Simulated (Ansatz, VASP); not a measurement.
**One calculation of TaAs, two programs**

```
Ta As
1.0
    -1.72094    1.72094    5.85629
     1.72094   -1.72094    5.85629
     1.72094    1.72094   -5.85629
Ta As
2 2
Direct
  0.50002 0.00002 0.50000
  0.75002 0.75002 0.00000
  0.08258 0.58258 0.50000
  0.33258 0.33258 0.00000
```

Alike in both runs: functional r2SCAN; k mesh 18 × 18 × 18; occupations gaussian, width 0.1 eV; no spin polarisation.

Ansatz relaxed the structure, and its values are those at the end. VASP's run is a single point on that final structure, the one shown.

|  | VASP | Ansatz |
| --- | --- | --- |
| version | VASP 6.6.1 | Ansatz 0.2.0 |
| potentials or method | VASP PAW PBE potentials, release 64 (Ta_pv, As), cutoff 520 eV | scalar-relativistic, plane waves, PAW |
| valence electrons in the cell | 32 | 56 |

```tsv
	VASP	Ansatz	Ansatz less VASP
gap on the k mesh at the Fermi level (eV)	none	none	-
pressure (GPa)	0.5	0.0	-0.51
```

VASP's potentials were made for PBE, not for r2SCAN. A gap of «none» marks a metal or a gap that the smearing closes. VASP's potentials hold 32 valence electrons a cell and Ansatz's 56, so a difference there can come from the potentials and not from the codes.

Neither program's run includes spin-orbit coupling.
